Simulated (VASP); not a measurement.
Runs of VASP 6.6.1 on NaI (series). The structure is cubic, space group Fm-3m (No. 225). The conventional cell has a = 6.473 Å, b = 6.473 Å, c = 6.473 Å, α = 90.00°, β = 90.00°, γ = 90.00°. Within 4.3 Å of Na (site symmetry m-3m) lie 6 I at 3.24 Å. Within 4.3 Å of I (site symmetry m-3m) lie 6 Na at 3.24 Å. 

```csv
k mesh,gap on the mesh (eV),pressure (GPa)
8 × 8 × 8,3.64,0.4
6 × 6 × 6,3.64,0.4
2 × 2 × 2,(a),2.7
10 × 10 × 10,3.64,0.4
4 × 4 × 4,3.64,0.5
```

Alike in all rows: task single point; level PBE; potentials or basis VASP PAW PBE potentials, release 64 (Na_pv, I); no spin polarisation; cell as given; cutoff (eV) 500; smearing gaussian 0.02 eV.

Q: Fill in the values left out.

A: (a) 3.57.

Caveats: some runs use coarse meshes; spin-orbit coupling is left out, which moves the levels of the heavy elements.

A k mesh can miss the band edges, and the runs leave out spin-orbit coupling on I.
